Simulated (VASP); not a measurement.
# Al2Cu in VASP: relaxation of the atoms with PBEsol

Aim: the relaxation of the atoms of Al2Cu with PBEsol.

All numbers are computed with VASP 6.6.1; they aren't measurements. Logs are shortened: lines on timing, memory, paths and dates and some standing lists are left out, and cuts for length are marked.

### Step 1. The cell of the first run

The cell holds a slab with vacuum, 12 atoms: a = 4.061 Å, b = 4.061 Å, c = 27.979 Å, α = 90.00°, β = 90.00°, γ = 90.00°.

### Step 2. Relaxation of the atoms, PBEsol

Contents of INCAR:

```
SYSTEM = Al2Cu
PREC = Accurate
ENCUT = 520
EDIFF = 1E-6
ISMEAR = 0
SIGMA = 0.1
LREAL = .FALSE.
LASPH = .TRUE.
NELM = 100
ALGO = Normal
ISIF = 2
LWAVE = .FALSE.
LCHARG = .FALSE.
LDIPOL = .TRUE.
IDIPOL = 3
DIPOL = 0.5 0.5 0.492
GGA = PS
IBRION = 2
NSW = 60
EDIFFG = -0.04
KPAR = 4
```

Contents of KPOINTS:

```
Automatic mesh
0
G
  6 6 1
  0 0 0
```

Contents of POSCAR:

```
Al2Cu
1.0
    4.0606750000      0.0000000000      0.0000000000
    0.0000000000      4.0606750000      0.0000000000
    0.0000000000      0.0000000000     27.9788289869
Al Cu
8 4
Selective dynamics
Direct
    0.5000000000      0.0000000000      0.3216717899  F F F
    0.0000000000      0.5000000000      0.3216717899  F F F
    0.0000000000      0.5000000000      0.4235736200  F F F
    0.5000000000      0.0000000000      0.4235736200  F F F
    0.5000000000      0.0000000000      0.5254754600  T T T
    0.0000000000      0.5000000000      0.5254754600  T T T
    0.0000000000      0.5000000000      0.6273772901  T T T
    0.5000000000      0.0000000000      0.6273772901  T T T
    0.0000000000      0.0000000000      0.3726227099  F F F
    0.5000000000      0.5000000000      0.4745245400  F F F
    0.0000000000      0.0000000000      0.5764263800  T T T
    0.5000000000      0.5000000000      0.6783282101  T T T
```

Potentials or basis: VASP PAW PBE potentials, release 64 (Al, Cu).

Started as:

```sh
$ cat potpaw_PBE.64/Al/POTCAR potpaw_PBE.64/Cu/POTCAR > POTCAR
$ mpirun -np 4 vasp_std > vasp.out
```

OUTCAR:

```text
SYSTEM = Al2Cu
   PREC = Accurate
   ENCUT = 520
   EDIFF = 1E-6
   ISMEAR = 0
   LREAL = .FALSE.
   LASPH = .TRUE.
   NELM = 100
   ISIF = 2
   GGA = PS
   IBRION = 2
   NSW = 60
   EDIFFG = -0.04

 ion  position               nearest neighbor table
   1  0.500  0.000  0.322-   9 2.48   9 2.48   4 2.85   2 2.87   2 2.87   2 2.87   2 2.87
   2  0.000  0.500  0.322-   9 2.48   9 2.48   3 2.85   1 2.87   1 2.87   1 2.87   1 2.87
   3  0.000  0.500  0.424-   9 2.48   9 2.48  10 2.48  10 2.48   2 2.85   6 2.85   4 2.87   4 2.87
                             4 2.87   4 2.87
   4  0.500  0.000  0.424-   9 2.48   9 2.48  10 2.48  10 2.48   1 2.85   5 2.85   3 2.87   3 2.87
                             3 2.87   3 2.87
   5  0.500  0.000  0.525-  11 2.48  11 2.48  10 2.48  10 2.48   8 2.85   4 2.85   6 2.87   6 2.87
                             6 2.87   6 2.87
   6  0.000  0.500  0.525-  11 2.48  11 2.48  10 2.48  10 2.48   7 2.85   3 2.85   5 2.87   5 2.87
                             5 2.87   5 2.87
   7  0.000  0.500  0.627-  11 2.48  11 2.48  12 2.48  12 2.48   6 2.85   8 2.87   8 2.87   8 2.87
                             8 2.87
   8  0.500  0.000  0.627-  11 2.48  11 2.48  12 2.48  12 2.48   5 2.85   7 2.87   7 2.87   7 2.87
                             7 2.87
   9  0.000  0.000  0.373-   3 2.48   4 2.48   3 2.48   4 2.48   2 2.48   1 2.48   1 2.48   2 2.48

  10  0.500  0.500  0.475-   3 2.48   4 2.48   4 2.48   3 2.48   5 2.48   5 2.48   6 2.48   6 2.48

  11  0.000  0.000  0.576-   7 2.48   8 2.48   7 2.48   8 2.48   6 2.48   5 2.48   5 2.48   6 2.48

  12  0.500  0.500  0.678-   7 2.48   8 2.48   8 2.48   7 2.48

  LATTYP: Found a simple tetragonal cell.
 ALAT       =     4.0606750000
 C/A-ratio  =     6.8901916521

  Lattice vectors:

 A1 = (   4.0606750000,   0.0000000000,   0.0000000000)
 A2 = (   0.0000000000,   4.0606750000,   0.0000000000)
 A3 = (   0.0000000000,   0.0000000000,  27.9788289869)

Analysis of symmetry for initial positions (statically):
=====================================================================
 Subroutine PRICEL returns:
 Original cell was already a primitive cell.

 Routine SETGRP: Setting up the symmetry group for a
 simple tetragonal supercell.

 Subroutine GETGRP returns: Found  8 space group operations
 (whereof  8 operations were pure point group operations)
 out of a pool of 16 trial point group operations.

The static configuration has the point symmetry C_4v.

Analysis of symmetry for dynamics (positions and initial velocities):
=====================================================================
 Subroutine PRICEL returns:
 Original cell was already a primitive cell.

 Routine SETGRP: Setting up the symmetry group for a
 simple tetragonal supercell.

 Subroutine GETGRP returns: Found  8 space group operations
 (whereof  8 operations were pure point group operations)
 out of a pool of 16 trial point group operations.

The dynamic configuration has the point symmetry C_4v.

Analysis of constrained symmetry for selective dynamics:
=====================================================================
 Subroutine PRICEL returns:
 Original cell was already a primitive cell.

 Routine SETGRP: Setting up the symmetry group for a
 simple tetragonal supercell.

 Subroutine GETGRP returns: Found  8 space group operations
 (whereof  8 operations were pure point group operations)
 out of a pool of 16 trial point group operations.

The constrained configuration has the point symmetry C_4v.

 Subroutine INISYM returns: Found  8 space group operations
 (whereof  8 operations are pure point group operations),
 and found     1 'primitive' translations

----------------------------------------------------------------------------------------

                                     Primitive cell

  volume of cell :     461.3452

  direct lattice vectors                    reciprocal lattice vectors
     4.060675000  0.000000000  0.000000000     0.246264476  0.000000000  0.000000000
     0.000000000  4.060675000  0.000000000     0.000000000  0.246264476  0.000000000
     0.000000000  0.000000000 27.978828987     0.000000000  0.000000000  0.035741310

  length of vectors
     4.060675000  4.060675000 27.978828987     0.246264476  0.246264476  0.035741310
[... 44 lines left out ...]

  Length of vectors
     0.041044079  0.041044079  0.035741310

  Shift w.r.t. Gamma in fractional coordinates (k-lattice)
     0.000000000  0.000000000  0.000000000

 Subroutine IBZKPT returns following result:
 ===========================================

 Found     10 irreducible k-points:

 Following reciprocal coordinates:
            Coordinates               Weight
  0.000000  0.000000  0.000000      1.000000
  0.166667  0.000000  0.000000      4.000000
  0.333333  0.000000  0.000000      4.000000
  0.500000  0.000000  0.000000      2.000000
  0.166667  0.166667  0.000000      4.000000
  0.333333  0.166667  0.000000      8.000000
  0.500000  0.166667  0.000000      4.000000
  0.333333  0.333333  0.000000      4.000000
  0.500000  0.333333  0.000000      4.000000
  0.500000  0.500000  0.000000      1.000000
   k-points           NKPTS =     10   k-points in BZ     NKDIM =     10   number of bands    NBANDS=     41
   number of dos      NEDOS =    301   number of ions     NIONS =     12
   total plane-waves  NPLWV = 189000
   dimension x,y,z NGX =    30 NGY =   30 NGZ =  210
   dimension x,y,z NGXF=    60 NGYF=   60 NGZF=  420
   ions per type =               8   4
   NGX,Y,Z   is equivalent  to a cutoff of  12.28, 12.28, 12.48 a.u.
   NGXF,Y,Z  is equivalent  to a cutoff of  24.56, 24.56, 24.96 a.u.
 SYSTEM =  Al2Cu
   PREC   = accura    normal or accurate (medium, high low for compatibility)
   ISTART =      0    job   : 0-new  1-cont  2-samecut
   ICHARG =      2    charge: 1-file 2-atom 10-const
   ISPIN  =      1    spin polarized calculation?
   LNONCOLLINEAR =      F non collinear calculations
   LSORBIT =      F    spin-orbit coupling
   LASPH  =      T    aspherical Exc in radial PAW
   ENCUT  =  520.0 eV  38.22 Ry    6.18 a.u.   7.55  7.55 52.02*2*pi/ulx,y,z
   NELM   =    100;   NELMIN=  2; NELMDL= -5     # of ELM steps
   EDIFF  = 0.1E-05   stopping-criterion for ELM
   LREAL  =      F    real-space projection
   EDIFFG = -.4E-01   stopping-criterion for IOM
   NSW    =     60    number of steps for IOM
   IBRION =      2    ionic relax: 0-MD 1-quasi-New 2-CG
   NFREE  =      1    steps in history (QN), initial steepest desc. (CG)
   ISIF   =      2    stress and relaxation
   ISYM   =      2    0-nonsym 1-usesym 2-fastsym
   POTIM  = 0.5000    time-step for ionic-motion
   TEBEG  =    0.0;   TEEND  =   0.0 temperature during run
   PSTRESS=    0.0 pullay stress
   NELECT =      68.0000    total number of electrons
   NUPDOWN=      -1.0000    fix difference up-down
   EMIN   =  10.00;   EMAX   =-10.00  energy-range for DOS
   EFERMI =   0.00;   METHOD = LEGACY
   ISMEAR =     0;   SIGMA  =   0.10  broadening in eV -4-tet -1-fermi 0-gaus
   EFERMI_NEDOS =   21; number of points for ismear=-14 and -15
   IALGO  =     38    algorithm
   IMIX   =      4    mixing-type and parameters
     AMIX     =   0.40;   BMIX     =  1.00
     AMIX_MAG =   1.60;   BMIX_MAG =  1.00
  volume/ion in A,a.u.               =      38.45       259.44
  Fermi-wavevector in a.u.,A,eV,Ry     =   0.864774  1.634185 10.174893  0.747834
  Thomas-Fermi vector in A             =   1.982920
   LORBIT       =      0    0 simple, 1 ext, 2 COOP (PROOUT), +10 PAW based schemes
   GGA     = PS    functional components
   LHFCALC =     F    Hartree Fock is set to
   AEXX    =    0.0000 exact exchange contribution
   IVDW    =     0    specifies the selected vdW correction
   LEPSILON=     F    determine dielectric tensor
   LRPA    =     F    only Hartree local field effects (RPA)
 conjugate gradient relaxation of ions
 non-spin polarized calculation
 Gauss-broadening in eV      SIGMA  =   0.10
  energy-cutoff  :      520.00
  volume of cell :      461.35
 maximum number of plane-waves:     12475
   NGX = 15   NGY = 15   NGZ =105

 dipolmoment           0.000000      0.000000      0.471895 electrons x Angstroem

--------------------------------------- Ionic step        1  -------------------------------------------

 number of electron      67.9999956 magnetization

 Free energy of the ion-electron system (eV)
  ---------------------------------------------------
  ext. energy  EPLUGINS =         0.00000000
  ---------------------------------------------------
  free energy    TOTEN  =       -48.53796192 eV

  energy without entropy =      -48.51088239  energy(sigma->0) =      -48.52442216

------------------------ aborting loop because EDIFF is reached ----------------------------------------

 vacuum level on the upper side and lower side of the slab       (xc-potential included)        -0.364        -0.001

  FORCE on cell =-STRESS in cart. coord.  units (eV):
  Direction    XX          YY          ZZ          XY          YZ          ZX
  --------------------------------------------------------------------------------------
  -------------------------------------------------------------------------------------
  Total       -2.4302388     -2.4302388      0.0410588      0.0000000      0.0000000     -0.0000000
  in kB       -8.4398269     -8.4398269      0.1425907      0.0000000      0.0000000     -0.0000000
  external PRESSURE =      -5.5790210 kB  Pullay stress =       0.0000000 kB
[... 217 lines left out ...]
--------------------------------------- Ionic step        6  -------------------------------------------

 number of electron      67.9999936 magnetization

 dipolmoment           0.000000      0.000000     -0.027692 electrons x Angstroem

 Free energy of the ion-electron system (eV)
  ---------------------------------------------------
  ext. energy  EPLUGINS =         0.00000000
  ---------------------------------------------------
  free energy    TOTEN  =       -48.56908959 eV

  energy without entropy =      -48.54208812  energy(sigma->0) =      -48.55558886

 E-fermi :   0.5030     XC(G=0):  -5.0103

 val. band max:        0.4656297076   @ k =   0.3333   0.0000   0.0000
 cond. band min:       0.5894862978   @ k =   0.3333   0.3333   0.0000
 fundamental gap:      0.1238565902
 Fermi energy:         0.5030328482

 k-point     1 :       0.0000    0.0000    0.0000
  band No.  band energies     occupation
      1      -9.5580      2.00000
      2      -8.8764      2.00000
      3      -7.7150      2.00000
      4      -6.2659      2.00000
      5      -4.6261      2.00000
      6      -4.5721      2.00000
[... 429 lines left out ...]
     40       2.6132      0.00000
     41       2.6553      0.00000

------------------------ aborting loop because EDIFF is reached ----------------------------------------

 vacuum level on the upper side and lower side of the slab       (xc-potential included)        -0.156         0.142

  FORCE on cell =-STRESS in cart. coord.  units (eV):
  Direction    XX          YY          ZZ          XY          YZ          ZX
  --------------------------------------------------------------------------------------
  -------------------------------------------------------------------------------------
  Total       -1.8276377     -1.8276377      0.3445057      0.0000000      0.0000000      0.0000000
  in kB       -6.3470906     -6.3470906      1.1964127      0.0000000      0.0000000      0.0000000
  external PRESSURE =      -3.8325895 kB  Pullay stress =       0.0000000 kB
[... 27 lines left out ...]
  FREE ENERGIE OF THE ION-ELECTRON SYSTEM (eV)
  ---------------------------------------------------
  free  energy   TOTEN  =       -48.5690895897 eV

  energy  without entropy=      -48.5420881234  energy(sigma->0) =      -48.55558886

 reached required accuracy - stopping structural energy minimisation

 vacuum level on the upper side and lower side of the slab         4.471         4.775
```

Wall time 8.2 min (4 MPI ranks of Intel Xeon Platinum 8259CL at 2.50GHz (Skylake/Cascade Lake), shared host); peak memory 0.58 GiB.

What came out:

- Free energy: -48.5691 eV
- Energy gained by relaxing: 2.6 meV/atom
- Ionic steps: 6
- Band gap on the k mesh: zero (bands 34 and 35 overlap by 1.98 eV)

The path:
| step | energy change (eV) | largest force on free atoms (eV/Å) | pressure (GPa) |
| --- | --- | --- | --- |
| 1 | 0.0000 | 0.5272 | -0.56 |
| 2 | -0.0170 | 0.3502 | -0.51 |
| 3 | -0.0289 | 0.0917 | -0.37 |
| 4 | -0.0289 | 0.0911 | -0.41 |
| 5 | -0.0304 | 0.0550 | -0.40 |
| 6 | -0.0311 | 0.0058 | -0.38 |

Final structure:
```xyz
12
Lattice="4.0607 0.0000 0.0000 0.0000 4.0607 0.0000 0.0000 0.0000 27.9788" Properties=species:S:1:pos:R:3 pbc="T T T"
Al    2.0303    0.0000    9.0000
Al    0.0000    2.0303    9.0000
Al    0.0000    2.0303   11.8511
Al    2.0303    0.0000   11.8511
Al    2.0303    0.0000   14.7277
Al    0.0000    2.0303   14.7277
Al    0.0000    2.0303   17.5802
Al    2.0303    0.0000   17.5802
Cu    0.0000    0.0000   10.4255
Cu    2.0303    2.0303   13.2766
Cu    0.0000    0.0000   16.1527
Cu    2.0303    2.0303   18.9012
```

Levels at points of the mesh, in eV from the Fermi level:
```csv
k point,band 30,band 31,band 32,band 33,band 34,band 35,band 36,band 37
"(0.00, 0.00, 0.00)",-0.87,-0.27,0.41,0.41,0.45,0.86,1.30,1.66
"(0.50, 0.00, 0.00)",-1.90,-0.34,0.21,0.36,0.46,0.50,1.52,1.79
"(0.50, 0.50, 0.00)",-2.88,-2.47,-2.35,-2.04,-1.81,-1.29,-1.29,-0.41
```

Caveat: the PAW data sets were made with another functional, which shifts forces and pressure a little.
